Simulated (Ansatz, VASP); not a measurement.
## One calculation of SnSe, two programs

The input INCAR:

```
SYSTEM = SnSe
  PREC = Accurate
  ENCUT = 520
  EDIFF = 1E-6
  ISMEAR = 0
  SIGMA = 0.03
  LREAL = .False.
  LASPH = .True.
  NELM = 100
  ALGO = Normal
  ISIF = 2
  LWAVE = .False.
  LCHARG = .False.
  GGA = PE
  IVDW = 12
  NBANDS = 50
```

KPOINTS

```
Automatic mesh
0
Gamma
  6 4 4
  0 0 0
```

POSCAR

```
SnSe
1.0
   -4.2220107900      0.0000000000      0.0000000000
    0.0000000000      0.0000000000     -5.9710971952
    0.0000000000     -8.4440215800      0.0000000000
Sn Se
4 4
Direct
    0.5000000000      0.7499112807      0.0000000000
    0.5000000000      0.7499112807      0.5000000000
    1.0000000000      0.2500887193      0.2500000000
    1.0000000000      0.2500887193      0.7500000000
    0.5000000000      0.2500648129      0.5000000000
    0.5000000000      0.2500648129      1.0000000000
    0.0000000000      0.7499351871      0.2500000000
    0.0000000000      0.7499351871      0.7500000000
```

Input for Ansatz:

```yaml
crystal:
  lattice:
    - [-4.22201079, 0.0, 0.0]
    - [0.0, 0.0, -5.9710971952]
    - [0.0, -8.44402158, 0.0]
  atoms:
    - { symbol: Sn, position: [0.5, 0.7499112807, 0.0] }
    - { symbol: Sn, position: [0.5, 0.7499112807, 0.5] }
    - { symbol: Sn, position: [1.0, 0.2500887193, 0.25] }
    - { symbol: Sn, position: [1.0, 0.2500887193, 0.75] }
    - { symbol: Se, position: [0.5, 0.2500648129, 0.5] }
    - { symbol: Se, position: [0.5, 0.2500648129, 1.0] }
    - { symbol: Se, position: [0.0, 0.7499351871, 0.25] }
    - { symbol: Se, position: [0.0, 0.7499351871, 0.75] }
basis:
  ecutwfc: 420
kpoints:
  mp_grid: { grid: [6, 4, 4] }
hamiltonian:
  xc: pbe
  dispersion: d3bj
scf:
  occupations: { method: gaussian, width: 0.03 }
output:
  forces: true
  stress: true
  eigenvalues: true
```

Alike in both runs: task single point; functional PBE; dispersion D3(BJ); k mesh 6 × 4 × 4; occupations gaussian, width 0.03 eV; no spin polarisation.

|  | VASP | Ansatz |
| --- | --- | --- |
| version | VASP 6.6.1 | Ansatz 0.2.0 |
| potentials or method | VASP PAW PBE potentials, release 64 (Sn_d, Se), cutoff 520 eV | scalar-relativistic, plane waves, PAW |
| valence electrons in the cell | 80 | 120 |

```csv
,VASP,Ansatz,Ansatz less VASP
gap on the k mesh at the Fermi level (eV),0.58,0.58,0.000
least direct gap on the mesh (eV),0.69,0.69,-0.001
pressure (GPa),0.0,0.0,0.00
"traceless stress, the component that is largest in VASP (GPa)",0.44,0.44,+0.001
```

VASP's potentials hold 80 valence electrons a cell and Ansatz's 120, so a difference there can come from the potentials and not from the codes.
